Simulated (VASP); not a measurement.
# Ge (P2_1/m) in VASP: single point with PBEsol

Aim: the single point of Ge with PBEsol.

Everything below comes from runs of VASP 6.6.1. Logs are shortened: lines on timing, memory, paths and dates and some standing lists are left out, and cuts for length are marked.

## (1) The cell of the first run

Symmetry: P2_1/m, No. 11, monoclinic system. The conventional cell has a = 3.934 Å, b = 13.157 Å, c = 4.004 Å, α = 90.00°, β = 118.27°, γ = 90.00°. Within 3.2 Å of Ge (site symmetry 1) lie 4 Ge at 2.42 to 2.49 Å. Within 3.2 Å of Ge (site symmetry 1) lie 4 Ge at 2.42 to 2.49 Å.

## (2) Single point, PBEsol

Input file INCAR:

```
ALGO = Fast ; EDIFF = 1E-6
ENCUT = 520 ; GGA = PS
ISIF = 2 ; ISMEAR = -1
LASPH = T ; LCHARG = F
LREAL = F ; LWAVE = F
NBANDS = 66 ; NELM = 60
PREC = Accurate ; SIGMA = 0.05
```

Input file KPOINTS:

```
k-points
0
Gamma
  7 7 2
```

Input file POSCAR:

```
Ge
1.0
    4.0031158814     -0.0800623176      0.0000000000
   -2.0708939417      3.5068312064      0.0000000000
    0.0000000000      0.0000000000     13.1567068600
Ge
8
Direct
    0.3333333333      0.6666666667      0.1559415700
    0.6666666667      0.3333333333      0.8440584300
    0.6666666667      0.3333333333      0.6559415700
    0.3333333333      0.6666666667      0.3440584300
    0.0000000000      0.0000000000      0.0931488400
    0.0000000000      0.0000000000      0.9068511600
    0.0000000000      0.0000000000      0.5931488400
    0.0000000000      0.0000000000      0.4068511600
```

Potentials or basis: VASP PAW PBE potentials, release 64 (Ge_d).

The run is started by

```sh
$ cat potpaw_PBE.64/Ge_d/POTCAR > POTCAR
$ mpirun -np 1 vasp_std > vasp.out
```

OUTCAR:

```text
EDIFF = 1E-6
   ENCUT = 520
   GGA = PS
   ISIF = 2
   ISMEAR = -1
   LASPH = T
   LREAL = F
   NELM = 60
   PREC = Accurate

 ion  position               nearest neighbor table
   1  0.333  0.667  0.156-   5 2.42   5 2.45   4 2.47   5 2.49
   2  0.667  0.333  0.844-   6 2.42   6 2.45   3 2.47   6 2.49
   3  0.667  0.333  0.656-   7 2.42   7 2.45   2 2.47   7 2.49
   4  0.333  0.667  0.344-   8 2.42   8 2.45   1 2.47   8 2.49
   5  0.000  0.000  0.093-   1 2.42   6 2.45   1 2.45   1 2.49
   6  0.000  0.000  0.907-   2 2.42   5 2.45   2 2.45   2 2.49
   7  0.000  0.000  0.593-   3 2.42   8 2.45   3 2.45   3 2.49
   8  0.000  0.000  0.407-   4 2.42   7 2.45   4 2.45   4 2.49

  LATTYP: Found a simple monoclinic cell.
 ALAT       =     3.9339835589
 B/A-ratio  =     3.3443726094
 C/A-ratio  =     1.0177766034
 COS(beta)  =    -0.4736455830

  Lattice vectors:

 A1 = (   1.9322219397,   3.4267688888,   0.0000000000)
 A2 = (   0.0000000000,   0.0000000000, -13.1567068600)
 A3 = (  -4.0031158814,   0.0800623176,   0.0000000000)

Analysis of symmetry for initial positions (statically):
=====================================================================
 Subroutine PRICEL returns:
 Original cell was already a primitive cell.

 Routine SETGRP: Setting up the symmetry group for a
 simple monoclinic supercell.

 Subroutine GETGRP returns: Found  4 space group operations
 (whereof  2 operations were pure point group operations)
 out of a pool of  4 trial point group operations.

The static configuration has the point symmetry S_2 .
 The point group associated with its full space group is C_2h.

Analysis of symmetry for dynamics (positions and initial velocities):
=====================================================================
 Subroutine PRICEL returns:
 Original cell was already a primitive cell.

 Routine SETGRP: Setting up the symmetry group for a
 simple monoclinic supercell.

 Subroutine GETGRP returns: Found  4 space group operations
 (whereof  2 operations were pure point group operations)
 out of a pool of  4 trial point group operations.

The dynamic configuration has the point symmetry S_2 .
 The point group associated with its full space group is C_2h.

 Subroutine INISYM returns: Found  4 space group operations
 (whereof  2 operations are pure point group operations),
[... 98 lines left out ...]
 SYSTEM =  unknown system
   PREC   = accura    normal or accurate (medium, high low for compatibility)
   ISTART =      0    job   : 0-new  1-cont  2-samecut
   ICHARG =      2    charge: 1-file 2-atom 10-const
   ISPIN  =      1    spin polarized calculation?
   LNONCOLLINEAR =      F non collinear calculations
   LSORBIT =      F    spin-orbit coupling
   LASPH  =      T    aspherical Exc in radial PAW
   ENCUT  =  520.0 eV  38.22 Ry    6.18 a.u.   7.44  7.57 24.46*2*pi/ulx,y,z
   NELM   =     60;   NELMIN=  2; NELMDL= -5     # of ELM steps
   EDIFF  = 0.1E-05   stopping-criterion for ELM
   LREAL  =      F    real-space projection
[... 7 lines left out ...]
   TEBEG  =    0.0;   TEEND  =   0.0 temperature during run
   PSTRESS=    0.0 pullay stress
   NELECT =     112.0000    total number of electrons
   NUPDOWN=      -1.0000    fix difference up-down
   EMIN   =  10.00;   EMAX   =-10.00  energy-range for DOS
   EFERMI =   0.00;   METHOD = LEGACY
   ISMEAR =    -1;   SIGMA  =   0.05  broadening in eV -4-tet -1-fermi 0-gaus
   EFERMI_NEDOS =   21; number of points for ismear=-14 and -15
   IALGO  =     68    algorithm
   IMIX   =      4    mixing-type and parameters
     AMIX     =   0.40;   BMIX     =  1.00
     AMIX_MAG =   1.60;   BMIX_MAG =  1.00
  volume/ion in A,a.u.               =      22.81       153.96
  Fermi-wavevector in a.u.,A,eV,Ry     =   1.391172  2.628933 26.332150  1.935358
  Thomas-Fermi vector in A             =   2.515036
   LORBIT       =      0    0 simple, 1 ext, 2 COOP (PROOUT), +10 PAW based schemes
   GGA     = PS    functional components
   LHFCALC =     F    Hartree Fock is set to
   AEXX    =    0.0000 exact exchange contribution
   IVDW    =     0    specifies the selected vdW correction
   LEPSILON=     F    determine dielectric tensor
   LRPA    =     F    only Hartree local field effects (RPA)
 non-spin polarized calculation
 RMM-DIIS sequential band-by-band and
  energy-cutoff  :      520.00
  volume of cell :      182.52
 maximum number of plane-waves:      4952
 NGX is ok and might be reduce to    30
   NGX = 15   NGY = 15   NGZ = 49

 number of electron     112.0000061 magnetization

 Free energy of the ion-electron system (eV)
  ---------------------------------------------------
  ext. energy  EPLUGINS =         0.00000000
  ---------------------------------------------------
  free energy    TOTEN  =       -39.33883345 eV

  energy without entropy =      -39.33491695  energy(sigma->0) =      -39.33687520

 E-fermi :   4.8107     XC(G=0): -10.0893

 val. band max:        4.8068899221   @ k =   0.0000   0.0000   0.0000
 cond. band min:       4.9434374536   @ k =   0.0000   0.0000   0.0000
 fundamental gap:      0.1365475315
 Fermi energy:         4.8107040011

 k-point     1 :       0.0000    0.0000    0.0000
  band No.  band energies     occupation
      1     -20.0136      2.00000
      2     -20.0057      2.00000
      3     -19.9996      2.00000
      4     -19.9872      2.00000
      5     -19.9852      2.00000
      6     -19.9804      2.00000
[... 1645 lines left out ...]
     65       9.3374      0.00000
     66       9.7303      0.00000

 [... further k-points ...]
[... 5 lines left out ...]
  --------------------------------------------------------------------------------------
  -------------------------------------------------------------------------------------
  Total        0.3008505      0.2318742     -0.3283555      3.0444258      0.0000000      0.0000000
  in kB        2.6409546      2.0354599     -2.8824014     26.7248687      0.0000000      0.0000000
  external PRESSURE =       0.5980044 kB  Pullay stress =       0.0000000 kB

 VOLUME and BASIS-vectors are now :
 -----------------------------------------------------------------------------
  energy-cutoff  :      520.00
  volume of cell :      182.52
      direct lattice vectors                 reciprocal lattice vectors
     4.003115881 -0.080062318  0.000000000     0.252791030  0.149281041  0.000000000
    -2.070893942  3.506831206  0.000000000     0.005771317  0.288565867  0.000000000
     0.000000000  0.000000000 13.156706860     0.000000000  0.000000000  0.076006862

 POSITION                                       TOTAL-FORCE (eV/Angst)
 -----------------------------------------------------------------------------------
     -0.04622      2.31120      2.05168        -0.288282     -0.021160      0.004764
      1.97845      1.11557     11.10503         0.288282      0.021160     -0.004764
      1.97845      1.11557      8.63003         0.288282      0.021160      0.004764
     -0.04622      2.31120      4.52668        -0.288282     -0.021160     -0.004764
      0.00000      0.00000      1.22553         0.286348      0.021255     -0.002604
      0.00000      0.00000     11.93117        -0.286348     -0.021255      0.002604
      0.00000      0.00000      7.80389        -0.286348     -0.021255     -0.002604
      0.00000      0.00000      5.35282         0.286348      0.021255      0.002604
 -----------------------------------------------------------------------------------
    total drift:                                0.000000      0.000000      0.000000

  FREE ENERGIE OF THE ION-ELECTRON SYSTEM (eV)
  ---------------------------------------------------
  free  energy   TOTEN  =       -39.3388334519 eV

  energy  without entropy=      -39.3349169537  energy(sigma->0) =      -39.33687520
```

OSZICAR:

```text
N       E                     dE             d eps       ncg     rms          rms(c)
DAV:   1     0.140730318736E+04    0.14073E+04   -0.51065E+04  7602   0.468E+03
DAV:   2     0.246092523812E+03   -0.11612E+04   -0.11266E+04  6600   0.114E+03
DAV:   3    -0.127539214050E+02   -0.25885E+03   -0.24840E+03  6774   0.272E+02
DAV:   4    -0.388813861027E+02   -0.26127E+02   -0.25232E+02  7600   0.921E+01
DAV:   5    -0.399149012810E+02   -0.10335E+01   -0.10231E+01  7398   0.197E+01    0.659E+00
RMM:   6    -0.395201481734E+02    0.39475E+00   -0.38935E-01  7929   0.394E+00    0.378E+00
RMM:   7    -0.393274299093E+02    0.19272E+00   -0.36863E-01  8110   0.343E+00    0.293E-01
RMM:   8    -0.393361455429E+02   -0.87156E-02   -0.70818E-02  8389   0.158E+00    0.244E-01
RMM:   9    -0.393383033568E+02   -0.21578E-02   -0.17953E-02  9659   0.694E-01    0.264E-01
RMM:  10    -0.393385873639E+02   -0.28401E-03   -0.19941E-03  9376   0.229E-01    0.224E-01
RMM:  11    -0.393389397468E+02   -0.35238E-03   -0.65657E-04  8132   0.159E-01    0.181E-01
RMM:  12    -0.393388851549E+02    0.54592E-04   -0.15850E-04 10063   0.596E-02    0.895E-02
RMM:  13    -0.393388341799E+02    0.50975E-04   -0.84851E-05  8318   0.596E-02    0.154E-02
RMM:  14    -0.393388316687E+02    0.25111E-05   -0.34217E-05  8210   0.404E-02    0.205E-02
RMM:  15    -0.393388330043E+02   -0.13356E-05   -0.75254E-06  6920   0.168E-02    0.115E-02
RMM:  16    -0.393388334519E+02   -0.44760E-06   -0.20822E-06  5145   0.814E-03
   1 F= -.39338833E+02 E0= -.39336875E+02  d E =-.391650E-02
```

It took 16 min on 1 thread of Oxide Virtual Turin-like, shared host; peak memory 0.5 GiB.

What came out:

```
Free energy            : -39.3388 eV
Pressure               : 0.1 GPa
Largest force          : 0.289 eV/Å
Band gap on the k mesh : 0.01 eV
```

Forces in eV/Å, atoms in the order of the input:
```
Ge  -0.288 -0.021  0.005
Ge   0.288  0.021 -0.005
Ge   0.288  0.021  0.005
Ge  -0.288 -0.021 -0.005
Ge   0.286  0.021 -0.003
Ge  -0.286 -0.021  0.003
Ge  -0.286 -0.021 -0.003
Ge   0.286  0.021  0.003
```

Stress tensor (GPa, compression positive):
```
 0.26  2.67  0.00
 2.67  0.20  0.00
 0.00  0.00 -0.29
```

Levels at points of the mesh, in eV from the valence-band top:
```
           k point  band 52  band 53  band 54  band 55  band 56  band 57  band 58  band 59  band 60  band 61
(0.00, 0.00, 0.00)    -0.82    -0.73    -0.10    -0.06     0.00     0.01     0.14     0.44     0.78     2.26
(0.00, 0.00, 0.50)    -1.20    -0.35    -0.35    -0.20    -0.20     0.14     0.14     1.11     1.11     2.64
```

Caveat: the smearing spreads over this small gap; the PAW data sets were made with another functional, which shifts forces and pressure a little. A k mesh can miss the band edges.

The gap in the log of VASP goes by the Fermi energy; the results here count the filled bands.